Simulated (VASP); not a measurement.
Here is a VASP 6.6.1 calculation.

INCAR

```
PREC = Accurate
ENCUT = 520
EDIFF = 1E-6
ISMEAR = 0
SIGMA = 0.1
LREAL = False
LASPH = True
NELM = 150
ALGO = Normal
ISIF = 2
LWAVE = False
LCHARG = False
ISPIN = 2
MAGMOM = 0 2
LORBIT = 11
LMAXMIX = 4
GGA = PE
NBANDS = 21
```

The input KPOINTS:

```
regular mesh
0
Gamma
  6 6 6
```

POSCAR

```
NaV
1.0
    1.4349871314      0.8284902066      4.5706997518
   -1.4349871314      0.8284902066      4.5706997518
    0.0000000000     -1.6569804132      4.5706997518
Na V
1 1
Direct
    0.0000000000      0.0000000000      0.0000000000
    0.5000000000      0.5000000000      0.5000000000
```

Potentials or basis: VASP PAW PBE potentials, release 64 (Na_pv, V_sv).

Command:

```bash
$ cat potpaw_PBE.64/Na_pv/POTCAR potpaw_PBE.64/V_sv/POTCAR > POTCAR
$ mpirun -np 1 vasp_std > vasp.out
```

(1) What does it give for the pressure?

(2) Predict the band gap on the k mesh.

(3) Predict the site moments.

(4) What does it give for the net moment?

Results:

(1) 12.4 GPa.

(2) zero (filled and empty bands overlap).

(3) Na +0.01; V +1.54 μB.

(4) 1.97 μB per cell.

Caveat: the k points lie up to 0.43 Å⁻¹ apart.
